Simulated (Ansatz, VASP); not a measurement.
## TiSi2 in VASP and in Ansatz

File POSCAR:

```
TiSi2
1.0
   -4.1112230000      2.3825730000      0.0000000000
    0.0000000000      2.3825730000      4.2544870000
    4.1112230000      2.3825730000      0.0000000000
Ti Si
2 4
Direct
    0.0000000000      0.0000000000      0.0000000000
    0.7500000000      0.5000000000      0.2500000000
    0.6670000000      0.0000000000      0.3330000000
    0.3330000000      0.0000000000      0.6670000000
    0.0830000000      0.5000000000      0.9170000000
    0.4170000000      0.5000000000      0.5830000000
```

The input INCAR.step1:

```
SYSTEM = TiSi2
PREC = Accurate
ENCUT = 520
ISMEAR = -1
SIGMA = 0.0224
LREAL = .False.
LASPH = .True.
NELM = 60
NBANDS = 29
GGA = PE
ALGO = Normal
EDIFF = 1E-4
LWAVE = .True.
LCHARG = .False.
```

The input INCAR.step2:

```
SYSTEM = TiSi2
PREC = Accurate
ENCUT = 520
EDIFF = 1E-7
ISMEAR = -1
SIGMA = 0.0224
LREAL = .False.
LASPH = .True.
NELM = 60
ALGO = Normal
ISIF = 2
LWAVE = .False.
LCHARG = .True.
METAGGA = R2SCAN
LMIXTAU = .True.
LELF = .True.
LVHAR = .True.
NBANDS = 29
ISTART = 1
```

KPOINTS

```
Automatic mesh
0
Gamma
  7 7 7
  0 0 0
```

Input for Ansatz:

```yaml
crystal:
  lattice:
    - [-4.111223, 2.382573, 0.0]
    - [0.0, 2.382573, 4.254487]
    - [4.111223, 2.382573, 0.0]
  atoms:
    - { symbol: Ti, position: [0.0, 0.0, 0.0] }
    - { symbol: Ti, position: [0.75, 0.5, 0.25] }
    - { symbol: Si, position: [0.667, 0.0, 0.333] }
    - { symbol: Si, position: [0.333, 0.0, 0.667] }
    - { symbol: Si, position: [0.083, 0.5, 0.917] }
    - { symbol: Si, position: [0.417, 0.5, 0.583] }
  symmetry: { tolerance: 0.0003 }
kpoints:
  mp_grid: { grid: [7, 7, 7], shift: [0, 0, 0] }
  band_path:
    path:
      - [0.0, 0.0, 0.0]
      - [-0.5, 0.0, 0.5]
      - [-0.5, -0.5, 0.5]
      - [0.0, -0.5, 0.0]
      - [0.0, 0.0, 0.0]
      - [0.41236744, 0.41236744, 0.41236744]
      - [-0.41236744, -0.41236744, 0.58763256]
      - [-0.5, -0.5, 0.5]
      - [-0.5, 0.0, 0.5]
      - [-0.2555595, 0.2444405, 0.7444405]
      - [0.2555595, -0.2444405, 0.2555595]
    npoints: 7
magnetization:
  spin_polarized: false
scf:
  occupations: { method: fermi_dirac, width: 0.0224 }
  lower_state_search: "off"
  max_iter: 200
hamiltonian:
  pseudopotentials: { kind: paw }
  xc: r2scan
basis:
  ecutwfc: 500
  fft_grid_basis: typed
output:
  forces: true
  stress: true
  eigenvalues: true
  bader: true
  populations: true
  elf: true
  write_potential: true
  volumetric_format: npy
  dos:
    e_range: [-12, 8]
    de: 0.05
    projected: { site_lists: { Si: [Si], Ti: [Ti] } }
checkpoint:
  read: saved_state
```

Alike in both runs: task single point; functional r2SCAN; k mesh 7 × 7 × 7; occupations fermi-dirac, width 0.0224 eV; no spin polarisation.

```csv
,VASP,Ansatz
version,VASP 6.6.1,Ansatz 0.2.0
potentials or method,"VASP PAW PBE potentials, release 64 (Ti_sv, Si), cutoff 520 eV",PAW plane waves
valence electrons in the cell,40,40
```

```tsv
	VASP	Ansatz	Ansatz less VASP
pressure (GPa)	1.0	0.7	-0.31
traceless stress, the component that is largest in VASP (GPa)	-0.91	-0.95	-0.033
rms of the force components (eV/Å)	0.117	0.113	-0.0035
```

VASP's potentials were made for PBE, not for r2SCAN. Atom by atom the forces differ by 0.004 eV/Å (rms over components). The functional is the same, so the differences come from potentials, cutoffs and numerics.
